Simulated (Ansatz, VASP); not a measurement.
Ag: VASP beside Ansatz

```
Ag
1.0
     0.00000    2.09234    2.09234
     2.09234    0.00000    2.09234
     2.09234    2.09234    0.00000
Ag
1
Direct
  0.00000 0.00000 0.00000
```

Alike in both runs: task single point; functional r2SCAN; k mesh 18 × 18 × 18; occupations gaussian, width 0.1 eV; no spin polarisation.

```csv
,VASP,Ansatz
version,VASP 6.6.1,Ansatz 0.2.0
potentials or method,"VASP PAW PBE potentials, release 64 (Ag), cutoff 520 eV","scalar-relativistic, plane waves, PAW"
valence electrons in the cell,11,19
```

|  | VASP | Ansatz | Ansatz less VASP |
| --- | --- | --- | --- |
| gap on the k mesh at the Fermi level (eV) | none | none | - |
| pressure (GPa) | -5.1 | -5.1 | -0.06 |

VASP's potentials were made for PBE, not for r2SCAN. A gap of «none» marks a metal or a gap that the smearing closes. With one functional, cell and mesh, what is left measures potentials, basis and numerics. VASP's potentials hold 11 valence electrons a cell and Ansatz's 19, so a difference there can come from the potentials and not from the codes.
